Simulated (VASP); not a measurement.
Input of a VASP 6.6.1 run:

File INCAR:

```
SYSTEM = SrTiO3
PREC = Accurate
ENCUT = 600
EDIFF = 1E-7
ISMEAR = 0
SIGMA = 0.02
LREAL = .False.
LASPH = .True.
NELM = 60
ALGO = Normal
ISIF = 3
LWAVE = .False.
LCHARG = .False.
GGA = PE
IBRION = 2
NSW = 100
EDIFFG = -0.005
```

The input KPOINTS:

```
Automatic mesh
0
Gamma
  6 6 6
  0 0 0
```

The input POSCAR:

```
SrTiO3
1.0
    3.9127013100      0.0000000000      0.0000000000
    0.0000000000      3.9127013100      0.0000000000
    0.0000000000      0.0000000000      3.9127013100
Sr Ti O
1 1 3
Direct
    0.0000000000      0.0000000000      0.0000000000
    0.5000000000      0.5000000000      0.5000000000
    0.5000000000      0.0000000000      0.5000000000
    0.5000000000      0.5000000000      0.0000000000
    0.0000000000      0.5000000000      0.5000000000
```

Potentials or basis: VASP PAW PBE potentials, release 64 (Sr_sv, Ti_sv, O).

Launch:

```sh
$ cat potpaw_PBE.64/Sr_sv/POTCAR potpaw_PBE.64/Ti_sv/POTCAR potpaw_PBE.64/O/POTCAR > POTCAR
$ mpirun -np 1 vasp_std > vasp.out
```

What does it give for the space group after relaxing (to 0.05 Å)?

Pm-3m (No. 221).

Predict the relaxed volume.

12.23 Å³/atom.

The path:
```csv
step,energy change (eV),largest force (eV/Å),pressure (GPa),volume (Å³)
1,0.0000,0.0000,3.67,59.90
2,-0.0032,0.0000,-3.02,62.31
3,-0.0142,0.0000,0.00,61.16
```
